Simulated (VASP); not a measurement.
# TiCo2 in VASP: a series of runs, part 2 of 2

VASP 6.6.1. Earlier steps stand in the parts before.

**3. Single point, PBEsol (biaxial strain in the a-b plane: +2.0 %, then relaxed in part)**

File INCAR:

```
  ALGO = Fast
  EDIFF = 1E-6
  ENCUT = 520
  GGA = PS
  ISIF = 2
  ISMEAR = 0
  LASPH = True
  LCHARG = False
  LREAL = False
  LWAVE = False
  NBANDS = 39
  NELM = 100
  PREC = Accurate
  SIGMA = 0.1
```

File KPOINTS:

```
k-points
0
Gamma
  10 10 10
```

File POSCAR:

```
TiCo2
1.0
    0.0000000000      3.3418446744      3.3418446744
    3.3418446744      0.0000000000      3.3418446744
    3.2701486249      3.2701486249      0.0716960495
Ti Co
2 4
Direct
    0.4992904951      0.4992904951      0.5021285146
    0.7507095049      0.7507095049      0.7478714854
    0.1250000000      0.1250000000      0.1250000000
    0.6250000000      0.1250000000      0.1250000000
    0.1250000000      0.1250000000      0.6250000000
    0.1250000000      0.6250000000      0.1250000000
```

Potentials or basis: VASP PAW PBE potentials, release 64 (Ti_sv, Co).

On the command line:

```console
cat potpaw_PBE.64/Ti_sv/POTCAR potpaw_PBE.64/Co/POTCAR > POTCAR
mpirun -np 1 vasp_std > vasp.out
```

OUTCAR:

```text
EDIFF = 1E-6
   ENCUT = 520
   GGA = PS
   ISIF = 2
   ISMEAR = 0
   LASPH = True
   LREAL = False
   NELM = 100
   PREC = Accurate

 ion  position               nearest neighbor table
   1  0.499  0.499  0.502-   3 2.70   4 2.70   6 2.70   4 2.75   6 2.75   3 2.75   3 2.75   4 2.75
                             6 2.75   5 2.77   5 2.77   5 2.77   2 2.82   2 2.88   2 2.88   2 2.88
   2  0.751  0.751  0.748-   3 2.70   4 2.70   6 2.70   6 2.75   4 2.75   3 2.75   3 2.75   4 2.75
                             6 2.75   5 2.77   5 2.77   5 2.77   1 2.82   1 2.88   1 2.88   1 2.88
   3  0.125  0.125  0.125-   5 2.31   5 2.31   6 2.36   4 2.36   6 2.36   4 2.36   1 2.70   2 2.70
                             1 2.75   2 2.75   1 2.75   2 2.75
   4  0.625  0.125  0.125-   5 2.31   5 2.31   6 2.36   3 2.36   3 2.36   6 2.36   1 2.70   2 2.70
                             2 2.75   1 2.75   2 2.75   1 2.75
   5  0.125  0.125  0.625-   3 2.31   3 2.31   4 2.31   6 2.31   6 2.31   4 2.31   1 2.77   2 2.77
                             1 2.77   2 2.77   1 2.77   2 2.77
   6  0.125  0.625  0.125-   5 2.31   5 2.31   3 2.36   4 2.36   3 2.36   4 2.36   1 2.70   2 2.70
                             2 2.75   1 2.75   1 2.75   2 2.75

  LATTYP: Found a trigonal (rhomboedric) cell.
 ALAT       =     4.6252442510
 COS(alpha) =     0.4779607262

  Lattice vectors:

 A1 = (   3.2701486249,  -0.0716960495,  -3.2701486249)
 A2 = (  -0.0716960495,   3.2701486249,  -3.2701486249)
 A3 = (   3.2701486249,   3.2701486249,   0.0716960495)

Analysis of symmetry for initial positions (statically):
=====================================================================
 Subroutine PRICEL returns:
 Original cell was already a primitive cell.

 Routine SETGRP: Setting up the symmetry group for a
 trigonal (rhombohedral) supercell.

 Subroutine GETGRP returns: Found 12 space group operations
 (whereof  6 operations were pure point group operations)
 out of a pool of 12 trial point group operations.

The static configuration has the point symmetry C_3v.
 The point group associated with its full space group is D_3d.

Analysis of symmetry for dynamics (positions and initial velocities):
=====================================================================
 Subroutine PRICEL returns:
 Original cell was already a primitive cell.

 Routine SETGRP: Setting up the symmetry group for a
 trigonal (rhombohedral) supercell.

 Subroutine GETGRP returns: Found 12 space group operations
 (whereof  6 operations were pure point group operations)
 out of a pool of 12 trial point group operations.

The dynamic configuration has the point symmetry C_3v.
 The point group associated with its full space group is D_3d.

 Subroutine INISYM returns: Found 12 space group operations
 (whereof  6 operations are pure point group operations),
 and found     1 'primitive' translations

----------------------------------------------------------------------------------------

                                     Primitive cell

  volume of cell :      72.2409

  direct lattice vectors                    reciprocal lattice vectors
     0.000000000  3.341844674  3.341844674    -0.151276286  0.147959644  0.151276286
     3.341844674  0.000000000  3.341844674     0.147959644 -0.151276286  0.151276286
[... 54 lines left out ...]
  0.400000  0.000000  0.000000      6.000000
  0.500000  0.000000  0.000000      3.000000
[... 16 lines left out ...]
  0.300000  0.300000  0.000000      6.000000
  0.400000  0.300000  0.000000     12.000000
 [... further k-points ...]
   k-points           NKPTS =    116   k-points in BZ     NKDIM =    116   number of bands    NBANDS=     39
   number of dos      NEDOS =    301   number of ions     NIONS =      6
   total plane-waves  NPLWV =  46656
   dimension x,y,z NGX =    36 NGY =   36 NGZ =   36
   dimension x,y,z NGXF=    72 NGYF=   72 NGZF=   72
   ions per type =               2   4
   NGX,Y,Z   is equivalent  to a cutoff of  12.66, 12.66, 12.94 a.u.
   NGXF,Y,Z  is equivalent  to a cutoff of  25.33, 25.33, 25.88 a.u.
 SYSTEM =  unknown system
   PREC   = accura    normal or accurate (medium, high low for compatibility)
   ISTART =      0    job   : 0-new  1-cont  2-samecut
   ICHARG =      2    charge: 1-file 2-atom 10-const
   ISPIN  =      1    spin polarized calculation?
   LNONCOLLINEAR =      F non collinear calculations
   LSORBIT =      F    spin-orbit coupling
   LASPH  =      T    aspherical Exc in radial PAW
   ENCUT  =  520.0 eV  38.22 Ry    6.18 a.u.   8.79  8.79  8.60*2*pi/ulx,y,z
   NELM   =    100;   NELMIN=  2; NELMDL= -5     # of ELM steps
   EDIFF  = 0.1E-05   stopping-criterion for ELM
   LREAL  =      F    real-space projection
   EDIFFG = 0.1E-04   stopping-criterion for IOM
   NSW    =      0    number of steps for IOM
   IBRION =     -1    ionic relax: 0-MD 1-quasi-New 2-CG
   NFREE  =      0    steps in history (QN), initial steepest desc. (CG)
   ISIF   =      2    stress and relaxation
   ISYM   =      2    0-nonsym 1-usesym 2-fastsym
   POTIM  = 0.5000    time-step for ionic-motion
   TEBEG  =    0.0;   TEEND  =   0.0 temperature during run
   PSTRESS=    0.0 pullay stress
   NELECT =      60.0000    total number of electrons
   NUPDOWN=      -1.0000    fix difference up-down
   EMIN   =  10.00;   EMAX   =-10.00  energy-range for DOS
   EFERMI =   0.00;   METHOD = LEGACY
   ISMEAR =     0;   SIGMA  =   0.10  broadening in eV -4-tet -1-fermi 0-gaus
   EFERMI_NEDOS =   21; number of points for ismear=-14 and -15
   IALGO  =     68    algorithm
   IMIX   =      4    mixing-type and parameters
     AMIX     =   0.40;   BMIX     =  1.00
     AMIX_MAG =   1.60;   BMIX_MAG =  1.00
  volume/ion in A,a.u.               =      12.04        81.25
  Fermi-wavevector in a.u.,A,eV,Ry     =   1.538855  2.908014 32.219600  2.368074
  Thomas-Fermi vector in A             =   2.645165
   LORBIT       =      0    0 simple, 1 ext, 2 COOP (PROOUT), +10 PAW based schemes
   GGA     = PS    functional components
   LHFCALC =     F    Hartree Fock is set to
   AEXX    =    0.0000 exact exchange contribution
   IVDW    =     0    specifies the selected vdW correction
   LEPSILON=     F    determine dielectric tensor
   LRPA    =     F    only Hartree local field effects (RPA)
 non-spin polarized calculation
 RMM-DIIS sequential band-by-band and
 Gauss-broadening in eV      SIGMA  =   0.10
  energy-cutoff  :      520.00
  volume of cell :       72.24
 maximum number of plane-waves:      1965
   NGX = 17   NGY = 17   NGZ = 17

 number of electron      59.9999987 magnetization

 Free energy of the ion-electron system (eV)
  ---------------------------------------------------
  ext. energy  EPLUGINS =         0.00000000
  ---------------------------------------------------
  free energy    TOTEN  =       -49.66203686 eV

  energy without entropy =      -49.61910227  energy(sigma->0) =      -49.64056957

 E-fermi :  10.2398     XC(G=0): -13.1734

 val. band max:       10.2329738614   @ k =  -0.2000  -0.4000   0.1000
 cond. band min:      10.2419507289   @ k =   0.5000   0.4000   0.2000
 fundamental gap:      0.0089768675
 Fermi energy:        10.2398185739

 k-point     1 :       0.0000    0.0000    0.0000
  band No.  band energies     occupation
      1     -46.6564      2.00000
      2     -46.5576      2.00000
      3     -23.0694      2.00000
      4     -23.0572      2.00000
      5     -23.0572      2.00000
      6     -22.8574      2.00000
[... 997 lines left out ...]
     38      12.3926      0.00000
     39      12.6343      0.00000

 [... further k-points ...]

------------------------ aborting loop because EDIFF is reached ----------------------------------------

  FORCE on cell =-STRESS in cart. coord.  units (eV):
  Direction    XX          YY          ZZ          XY          YZ          ZX
  --------------------------------------------------------------------------------------
  -------------------------------------------------------------------------------------
  Total       -2.7953978     -2.7953978     -2.7953978      1.2231583     -1.2231583     -1.2231583
  in kB      -61.9970898    -61.9970898    -61.9970898     27.1275361    -27.1275361    -27.1275361
  external PRESSURE =     -61.9970898 kB  Pullay stress =       0.0000000 kB

 VOLUME and BASIS-vectors are now :
 -----------------------------------------------------------------------------
  energy-cutoff  :      520.00
  volume of cell :       72.24
      direct lattice vectors                 reciprocal lattice vectors
     0.000000000  3.341844674  3.341844674    -0.151276286  0.147959644  0.151276286
     3.341844674  0.000000000  3.341844674     0.147959644 -0.151276286  0.151276286
     3.270148625  3.270148625  0.071696049     0.154592928  0.154592928 -0.154592928

 POSITION                                       TOTAL-FORCE (eV/Angst)
 -----------------------------------------------------------------------------------
      3.31059      3.31059      3.37310         0.001277      0.001277     -0.001277
      4.95441      4.95441      5.07113        -0.001277     -0.001277      0.001277
      0.82650      0.82650      0.84442         0.000000      0.000000      0.000000
      0.82650      2.49742      2.51535         0.000000      0.000000      0.000000
      2.46157      2.46157      0.88027         0.000000      0.000000      0.000000
      2.49742      0.82650      2.51535         0.000000      0.000000      0.000000
 -----------------------------------------------------------------------------------
    total drift:                                0.000000      0.000000      0.000000

  FREE ENERGIE OF THE ION-ELECTRON SYSTEM (eV)
  ---------------------------------------------------
  free  energy   TOTEN  =       -49.6620368598 eV

  energy  without entropy=      -49.6191022747  energy(sigma->0) =      -49.64056957
```

OSZICAR:

```text
N       E                     dE             d eps       ncg     rms          rms(c)
DAV:   1     0.590653062136E+03    0.59065E+03   -0.27628E+04  9048   0.206E+03
DAV:   2     0.111825237791E+02   -0.57947E+03   -0.56247E+03  9055   0.501E+02
DAV:   3    -0.521128767842E+02   -0.63295E+02   -0.60231E+02 12837   0.176E+02
[... 30 lines left out ...]
RMM:  34    -0.496620361277E+02   -0.32174E-06   -0.11386E-05  7813   0.180E-02    0.248E-04
RMM:  35    -0.496620363911E+02   -0.26341E-06   -0.10786E-05  7714   0.178E-02    0.254E-04
RMM:  36    -0.496620366047E+02   -0.21358E-06   -0.10381E-05  7656   0.177E-02    0.253E-04
RMM:  37    -0.496620367896E+02   -0.18491E-06   -0.10101E-05  7628   0.175E-02    0.250E-04
RMM:  38    -0.496620368598E+02   -0.70126E-07   -0.89876E-06  7344   0.173E-02
   1 F= -.49662037E+02 E0= -.49640570E+02  d E =-.429346E-01
```

stdout:

```text
POSCAR found type information on POSCAR TiCo
 POSCAR found :  2 types and       6 ions
 scaLAPACK will be used
 -----------------------------------------------------------------------------
|                                                                             |
|                                                                             |
[... 19 lines left out ...]
WARNING in EDDRMM: call to ZHEGV failed, returncode =   8  4     12
WARNING in EDDRMM: call to ZHEGV failed, returncode =   8  4     37
WARNING in EDDRMM: call to ZHEGV failed, returncode =   8  4     35
WARNING in EDDRMM: call to ZHEGV failed, returncode =   6  3     28
WARNING in EDDRMM: call to ZHEGV failed, returncode =   6  3     10
WARNING in EDDRMM: call to ZHEGV failed, returncode =   8  4     10
WARNING in EDDRMM: call to ZHEGV failed, returncode =   6  3     36
WARNING in EDDRMM: call to ZHEGV failed, returncode =   6  3     33
```

Run time: 29 min. Hardware: 1 thread of Intel Xeon 8259CL, shared host; peak memory 0.4 GiB.

What came out:

- Free energy: -49.6620 eV
- Pressure: -6.2 GPa
- Band gap on the k mesh: zero (bands 30 and 31 overlap by 0.72 eV)

Forces on the atoms (eV/Å):
```
Ti   0.001  0.001 -0.001
Ti  -0.001 -0.001  0.001
Co   0.000  0.000  0.000
Co   0.000  0.000  0.000
Co   0.000  0.000  0.000
Co   0.000  0.000  0.000
```

Stress tensor (GPa, compression positive):
```
-6.20  2.71 -2.71
 2.71 -6.20 -2.71
-2.71 -2.71 -6.20
```

Caveat: the cell differs from its parent crystal (biaxial strain in the a-b plane: +2.0 %, then relaxed in part); the cell stands under tension; the PAW data sets were made with another functional, which shifts forces and pressure a little; the run has no spin polarisation, though such a crystal can be magnetic. Spin polarisation is off, so any magnetic state and its effect on volume and gap are missing.
